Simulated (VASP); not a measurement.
Wanted: the native input for a VASP 6.6.1 run.

| Property | Result |
| --- | --- |
| Task | single point |
| Functional | PBE |
| Potentials or basis | VASP PAW PBE potentials, release 64 (Li_sv, Be) |
| Cutoff | 520 eV |
| k mesh | 6 × 6 × 4 |
| Occupations | gaussian, width 0.1 eV |
| Spin | no spin polarisation |
| Dipole correction | no |
| Further INCAR settings | ALGO = Normal; EDIFF = 1e-07; NBANDS = 18 |

The structure of Li5Be lies in POSCAR:

```
Li5Be
1.0
    4.7251905400      0.0000000000      0.0000000000
   -2.3625952700      4.0921350400      0.0000000000
    0.0000000000      0.0000000000      4.3772216400
Li Be
5 1
Direct
    0.0000000000      0.6714212300      0.0000000000
    0.6714212300      0.0000000000      0.0000000000
    0.3285787700      0.3285787700      0.0000000000
    0.6666666700      0.3333333300      0.5000000000
    0.3333333300      0.6666666700      0.5000000000
    0.0000000000      0.0000000000      0.5000000000
```

One way to write it, as run:

INCAR

```
SYSTEM = Li5Be
  PREC = Accurate
  ENCUT = 520
  EDIFF = 1E-7
  ISMEAR = 0
  SIGMA = 0.1
  LREAL = .False.
  LASPH = .True.
  NELM = 80
  ALGO = Normal
  ISIF = 2
  LWAVE = .False.
  LCHARG = .False.
  GGA = PE
  NBANDS = 18
```

KPOINTS

```
Automatic mesh
0
Gamma
  6 6 4
  0 0 0
```

Potentials or basis: VASP PAW PBE potentials, release 64 (Li_sv, Be).

The run is started by

```bash
$ cat potpaw_PBE.64/Li_sv/POTCAR potpaw_PBE.64/Be/POTCAR > POTCAR
$ mpirun -np 1 vasp_std > vasp.out
```

It gave:

The largest force is 0.331 eV/Å.

It took 29 s on 1 thread of AMD EPYC 7R13 Processor (Zen 3), on a shared host, peak memory 0.17 GiB.
